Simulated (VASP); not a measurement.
# Fe (P6_3/mmc) in VASP: settings compared

The runs below take Fe through elastic constants, with LDA, PBEsol.

Program: VASP 6.6.1. These are calculated values, not measurements. Logs are shortened: lines on timing, memory, paths and dates and some standing lists are left out, and cuts for length are marked.

## 1. The cell of the first run

Symmetry: P6_3/mmc, No. 194, hexagonal system. The conventional cell has a = 2.434 Å, b = 2.434 Å, c = 3.842 Å, α = 90.00°, β = 90.00°, γ = 120.00°. Fe (site symmetry -6m2) has 12 Fe at 2.38 to 2.43 Å within 3.1 Å.

This isn't the form of Fe at room conditions, which is bcc.

## 2. Elastic constants, LDA, collinear spin, ferromagnetic start

The input, INCAR:

```
PREC = Accurate
ENCUT = 600
EDIFF = 1E-8
ISMEAR = -1
SIGMA = 0.05
LREAL = F
LASPH = T
NELM = 150
ALGO = Normal
ISIF = 3
LWAVE = F
LCHARG = T
ISPIN = 2
MAGMOM = 3 3
LORBIT = 11
LMAXMIX = 4
GGA = CA
NBANDS = 19
IBRION = 6
NFREE = 2
POTIM = 0.015
NSW = 1
```

The input, KPOINTS:

```
Automatic mesh
0
Gamma
  9 9 5
```

The input, POSCAR:

```
Fe
1.0
    2.4341575853      0.0000000000      0.0000000000
   -1.2170787927      2.1080423057      0.0000000000
    0.0000000000      0.0000000000      3.8419344700
Fe
2
Direct
    0.6666666667      0.3333333333      0.7500000000
    0.3333333333      0.6666666667      0.2500000000
```

Potentials or basis: VASP PAW LDA potentials, release 64 (Fe).

On the command line:

```
$ cat potpaw_LDA.64/Fe/POTCAR > POTCAR
$ mpirun -np 1 vasp_std > vasp.out
```

OUTCAR:

```text
PREC = Accurate
   ENCUT = 600
   EDIFF = 1E-8
   ISMEAR = -1
   LREAL = F
   LASPH = T
   NELM = 150
   ISIF = 3
   ISPIN = 2
   LORBIT = 11
   GGA = CA
   IBRION = 6
   NFREE = 2
   POTIM = 0.015
   NSW = 1

 ion  position               nearest neighbor table
   1  0.667  0.333  0.750-   2 2.38   2 2.38   2 2.38   2 2.38   2 2.38   2 2.38
   2  0.333  0.667  0.250-   1 2.38   1 2.38   1 2.38   1 2.38   1 2.38   1 2.38

  LATTYP: Found a hexagonal cell.
 ALAT       =     2.4341575853
 C/A-ratio  =     1.5783425417

  Lattice vectors:

 A1 = (   2.4341575853,   0.0000000000,   0.0000000000)
 A2 = (  -1.2170787927,   2.1080423057,   0.0000000000)
 A3 = (   0.0000000000,   0.0000000000,   3.8419344700)

Analysis of symmetry for initial positions (statically):
=====================================================================
 Subroutine PRICEL returns:
 Original cell was already a primitive cell.

 Routine SETGRP: Setting up the symmetry group for a
 hexagonal supercell.

 Subroutine GETGRP returns: Found 24 space group operations
 (whereof 12 operations were pure point group operations)
 out of a pool of 24 trial point group operations.

The static configuration has the point symmetry D_3d.
 The point group associated with its full space group is D_6h.

Analysis of symmetry for dynamics (positions and initial velocities):
=====================================================================
 Subroutine PRICEL returns:
 Original cell was already a primitive cell.

 Routine SETGRP: Setting up the symmetry group for a
 hexagonal supercell.

 Subroutine GETGRP returns: Found 24 space group operations
 (whereof 12 operations were pure point group operations)
 out of a pool of 24 trial point group operations.

The dynamic configuration has the point symmetry D_3d.
 The point group associated with its full space group is D_6h.
[... 909 lines left out ...]
  band No.  band energies     occupation
      1      -1.9048      1.00000
      2       2.0036      1.00000
      3       5.3883      1.00000
      4       5.3883      1.00000
      5       5.5441      1.00000
      6       5.8802      1.00000
[... 548 lines left out ...]
  FREE ENERGIE OF THE ION-ELECTRON SYSTEM (eV)
  ---------------------------------------------------
  free  energy   TOTEN  =       -18.8322452901 eV

  energy  without entropy=      -18.8157881083  energy(sigma->0) =      -18.82401670

 INTERNAL STRAIN TENSORS FROM STRAINED CELLS
 ============================================

 INTERNAL STRAIN TENSOR FOR ION    1 for displacements in x,y,z  (eV/Angst):
          X           Y           Z          XY          YZ          ZX
  --------------------------------------------------------------------------------
  x    -0.00000     0.00000     0.00000     3.11467    -0.00000    -0.00000
  y     3.10184    -3.09391     0.00000    -0.00021     0.00000     0.00001
  z     0.00000    -0.00000     0.00000    -0.00000    -0.00055     0.00000

 INTERNAL STRAIN TENSORS FROM DISPLACED ATOMS
 ============================================

 INTERNAL STRAIN TENSOR FOR ION    1 for displacements in x,y,z  (eV/Angst):
          X           Y           Z          XY          YZ          ZX
  --------------------------------------------------------------------------------
  x    -0.00000     0.00000     0.00000     3.10858     0.00000     0.00000
  y     3.10858    -3.10858     0.00000     0.00000     0.00000     0.00000
  z     0.00000     0.00000     0.00000     0.00000    -0.00000     0.00000

 INTERNAL STRAIN TENSOR FOR ION    2 for displacements in x,y,z  (eV/Angst):
          X           Y           Z          XY          YZ          ZX
  --------------------------------------------------------------------------------
  x     0.00000    -0.00000    -0.00000    -3.10858     0.00000     0.00000
  y    -3.10858     3.10858    -0.00000    -0.00000     0.00000     0.00000
  z    -0.00000    -0.00000     0.00000     0.00000     0.00000    -0.00000

 Eigenvectors and eigenvalues of the dynamical matrix
 ----------------------------------------------------

   1 f  =    9.896961 THz    62.184440 2PiTHz  330.127082 cm-1    40.930523 meV
             X         Y         Z           dx          dy          dz
      1.217079  0.702681  2.881451     0.000000   -0.000000    0.707107
     -0.000000  1.405362  0.960484     0.000000   -0.000000   -0.707107
[... 16 lines left out ...]
   5 f  =    0.000000 THz     0.000000 2PiTHz    0.000003 cm-1     0.000000 meV
             X         Y         Z           dx          dy          dz
      1.217079  0.702681  2.881451    -0.584163    0.026932   -0.397528
     -0.000000  1.405362  0.960484    -0.584163    0.026932   -0.397528

   6 f/i=    0.000000 THz     0.000000 2PiTHz    0.000002 cm-1     0.000000 meV
             X         Y         Z           dx          dy          dz
      1.217079  0.702681  2.881451     0.293762   -0.447506   -0.461998
     -0.000000  1.405362  0.960484     0.293762   -0.447506   -0.461998

--------------------------------------------------------------------------------------------------------

 ELASTIC MODULI CONTR FROM IONIC RELAXATION (kBar)
 Direction    XX          YY          ZZ          XY          YZ          ZX
 --------------------------------------------------------------------------------
 XX        -122.8919    122.8919     -0.0000      0.0000      0.0000     -0.0000
 YY         122.8919   -122.8919      0.0000      0.0000     -0.0000      0.0000
 ZZ          -0.0000      0.0000     -0.0000     -0.0000      0.0000     -0.0000
 XY           0.0000      0.0000     -0.0000   -122.8919     -0.0000      0.0000
 YZ           0.0000     -0.0000      0.0000     -0.0000     -0.0000      0.0000
 ZX          -0.0000      0.0000     -0.0000      0.0000      0.0000     -0.0000
 --------------------------------------------------------------------------------

 TOTAL ELASTIC MODULI (kBar)
 Direction    XX          YY          ZZ          XY          YZ          ZX
 --------------------------------------------------------------------------------
 XX        5684.2095   1921.6856   1500.0346     -0.0000     -0.0000     -0.0000
 YY        1921.6856   5684.2095   1500.0346     -0.0000     -0.0000      0.0000
 ZZ        1500.0346   1500.0346   6564.5836     -0.0000     -0.0000     -0.0000
 XY          -0.0000     -0.0000     -0.0000   1881.2619     -0.0000      0.0000
 YZ           0.0000     -0.0000     -0.0000     -0.0000   1839.8810     -0.0000
 ZX          -0.0000     -0.0000     -0.0000      0.0000     -0.0000   1839.8811
 --------------------------------------------------------------------------------

 total charge

# of ion       s       p       d       tot
------------------------------------------
    1        0.553   0.667   6.385   7.605
    2        0.553   0.667   6.385   7.605
--------------------------------------------------
tot          1.106   1.334  12.770  15.211

 magnetization (x)

# of ion       s       p       d       tot
------------------------------------------
    1       -0.000  -0.000   0.000   0.000
    2       -0.000  -0.000   0.000   0.000
--------------------------------------------------
tot         -0.000  -0.000   0.000   0.000
```

OSZICAR:

```text
N       E                     dE             d eps       ncg     rms          rms(c)
DAV:   1     0.859604180453E+02    0.85960E+02   -0.77476E+03  2864   0.129E+03
DAV:   2    -0.158910326320E+02   -0.10185E+03   -0.90154E+02  2757   0.224E+02
[... 188 lines left out ...]
DAV:   3    -0.188323782083E+02    0.79273E-03   -0.56468E-04  4380   0.194E-01    0.630E-02
DAV:   4    -0.188322472332E+02    0.13098E-03   -0.16742E-04  4326   0.103E-01    0.786E-03
DAV:   5    -0.188322460026E+02    0.12307E-05   -0.32695E-06  4990   0.229E-02    0.444E-03
DAV:   6    -0.188322453055E+02    0.69705E-06   -0.10777E-06  4564   0.774E-03    0.803E-04
DAV:   7    -0.188322452920E+02    0.13586E-07   -0.38399E-08  4254   0.198E-03    0.179E-04
DAV:   8    -0.188322452901E+02    0.18581E-08   -0.63824E-10  2322   0.336E-04
  17 F= -.18832245E+02 E0= -.18824017E+02  d E =-.164572E-01  mag=     0.0000
```

stdout:

```text
POSCAR found type information on POSCAR Fe
 POSCAR found :  1 types and       2 ions
 scaLAPACK will be used
 LDA part: xc-table for (Slater(with rela. corr.)+CA(PZ))
 , standard interpolation
 POSCAR, INCAR and KPOINTS ok, starting setup
 FFT: planning ... GRIDC
 FFT: planning ... GRID_SOFT
 FFT: planning ... GRID
 WAVECAR not read
 entering main loop
 Found     2 degrees of freedom:
 Adding 6 more for cell shape distortion
 Finite differences POTIM= 0.01500 DOF=   8
 bond charge predicted
 Finite differences progress:
 bond charge predicted
 Finite differences progress:
 bond charge predicted
 Finite differences progress:
 bond charge predicted
 Finite differences progress:
 bond charge predicted
 Finite differences progress:
 bond charge predicted
 Finite differences progress:
 bond charge predicted
 Finite differences progress:
 bond charge predicted
 Finite differences progress:
 bond charge predicted
 Finite differences progress:
 bond charge predicted
 Finite differences progress:
 bond charge predicted
 Finite differences progress:
 bond charge predicted
 Finite differences progress:
 bond charge predicted
 Finite differences progress:
 bond charge predicted
 Finite differences progress:
 bond charge predicted
 Finite differences progress:
 bond charge predicted
 Finite differences progress:
```

Run time: 5.8 min. Hardware: 1 thread of AMD EPYC 9R45 (Zen 5), shared host; peak memory 0.26 GiB.

Results:

```
Net moment                                            : 0.00 μB per cell
Valence electrons inside the program's atomic spheres : Fe 7.61
Voigt bulk modulus                                    : 309 GPa
Highest phonon frequency at Γ                         : 330 cm⁻¹
```

Phonon frequencies in cm⁻¹ (negative: imaginary):
```csv
q point,frequencies
"(0.000, 0.000, 0.000)",0 0 0 249 249 330
```

Elastic tensor in Voigt notation (GPa, in the Cartesian axes of the cell as first typed):
```
568 192 150   0   0   0
192 568 150   0   0   0
150 150 656   0   0   0
  0   0   0 184   0   0
  0   0   0   0 184   0
  0   0   0   0   0 188
```

Clamped-ion elastic tensor (GPa):
```
581 180 150   0   0   0
180 581 150   0   0   0
150 150 656   0   0   0
  0   0   0 184   0   0
  0   0   0   0 184   0
  0   0   0   0   0 200
```

Caveat: the cell is under stress, which shifts elastic constants; the moments typed at the start vanished in this run.

(Continued in part 2 of 2.)
